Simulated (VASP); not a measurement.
Ca, 1 atom in the cell. Symmetry: I4/mmm, No. 139, tetragonal system. The conventional cell has a = 4.410 Å, b = 4.410 Å, c = 4.392 Å, α = 90.00°, β = 90.00°, γ = 90.00°. Within 5.0 Å of Ca (site symmetry 4/mmm) lie 14 Ca at 3.81 to 4.41 Å. This isn't the form of Ca at room conditions, which is fcc.

* Program: VASP 6.6.1
* Task: single point
* Functional: PBEsol
* Dispersion: D4
* Potentials or basis: VASP PAW PBE potentials, release 64 (Ca_sv)
* Cutoff: 520 eV
* k mesh: 6 × 6 × 6
* Occupations: tetrahedron
* Spin: no spin polarisation
* Dipole correction: no
* Further INCAR settings: ALGO = Fast; EDIFF = 1e-06; NBANDS = 11; ISYM = 0

Potentials or basis: VASP PAW PBE potentials, release 64 (Ca_sv).

Run with:

```sh
$ cat potpaw_PBE.64/Ca_sv/POTCAR > POTCAR
$ mpirun -np 1 vasp_std > vasp.out
```

Hardware: 1 thread of Intel(R) Xeon(R) 6975P-C (Granite Rapids), with other jobs on the host.

**Question.** Estimate the wall time of this run.

**Answer.** Run time: 23 s on 1 thread of Intel(R) Xeon(R) 6975P-C (Granite Rapids), with other jobs on the host, peak memory 0.18 GiB. Counts: scf iterations 14, k points 112.
